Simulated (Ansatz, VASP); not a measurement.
One calculation of Pb, two programs

Contents of INCAR:

```
SYSTEM = Pb
  ALGO = Normal
  EDIFF = 1E-7
  EDIFFG = -0.01
  ENCUT = 600
  GGA = CA
  IBRION = 2
  ISIF = 3
  ISMEAR = -1
  LASPH = .TRUE.
  LCHARG = .FALSE.
  LREAL = .FALSE.
  LWAVE = .FALSE.
  NELM = 60
  NSW = 60
  PREC = Accurate
  SIGMA = 0.05
```

KPOINTS

```
k-points
0
G
  9 9 9
  0 0 0
```

Contents of POSCAR:

```
Pb
1.0
   -1.9796595667      1.9796595667      1.9796595667
    1.9796595667     -1.9796595667      1.9796595667
    1.9796595667      1.9796595667     -1.9796595667
Pb
1
Direct
    0.0000000000      0.0000000000      0.0000000000
```

Contents of input.yaml:

```yaml
crystal:
  lattice:
    - [-1.9796595667, 1.9796595667, 1.9796595667]
    - [1.9796595667, -1.9796595667, 1.9796595667]
    - [1.9796595667, 1.9796595667, -1.9796595667]
  atoms:
    - { symbol: Pb, position: [0.0, 0.0, 0.0] }
hamiltonian:
  xc: lda
  pseudopotentials: { kind: paw }
kpoints:
  mp_grid: { grid: [9, 9, 9] }
scf:
  occupations: { method: fermi_dirac, width: 0.05 }
output:
  forces: true
  stress: true
  eigenvalues: true
relax:
  f_tol: 0.01
  max_steps: 40
  cell: { stress_tol: 0.05 }
```

Alike in both runs: task relaxation of cell and atoms; functional LDA; k mesh 9 × 9 × 9; occupations fermi-dirac, width 0.05 eV; no spin polarisation.

|  | VASP | Ansatz |
| --- | --- | --- |
| version | VASP 6.6.1 | Ansatz 0.2.0 |
| potentials or method | VASP PAW LDA potentials, release 64 (Pb_d) | Ansatz PAW |
| plane-wave cutoff (eV) | 600 | 420 |
| valence electrons in the cell | 14 | 14 |

```tsv
	VASP	Ansatz	Ansatz less VASP
gap on the k mesh at the Fermi level, each at its own relaxed structure (eV)	none	none	-
relaxed volume (Å³/atom)	28.77	28.72	-0.057
relaxed cell length with the largest relative difference (Å)	3.344	3.341	-0.0022
```

LDA's correlation is that of Perdew and Zunger in VASP and of Perdew and Wang (1992) in Ansatz. A gap of «none» marks a metal or a gap that the smearing closes.

Spin-orbit coupling is off throughout. Noted on Ansatz's run: the plane-wave basis is chosen anew once the cell has moved, so the energies of steps on either side of that aren't comparable.
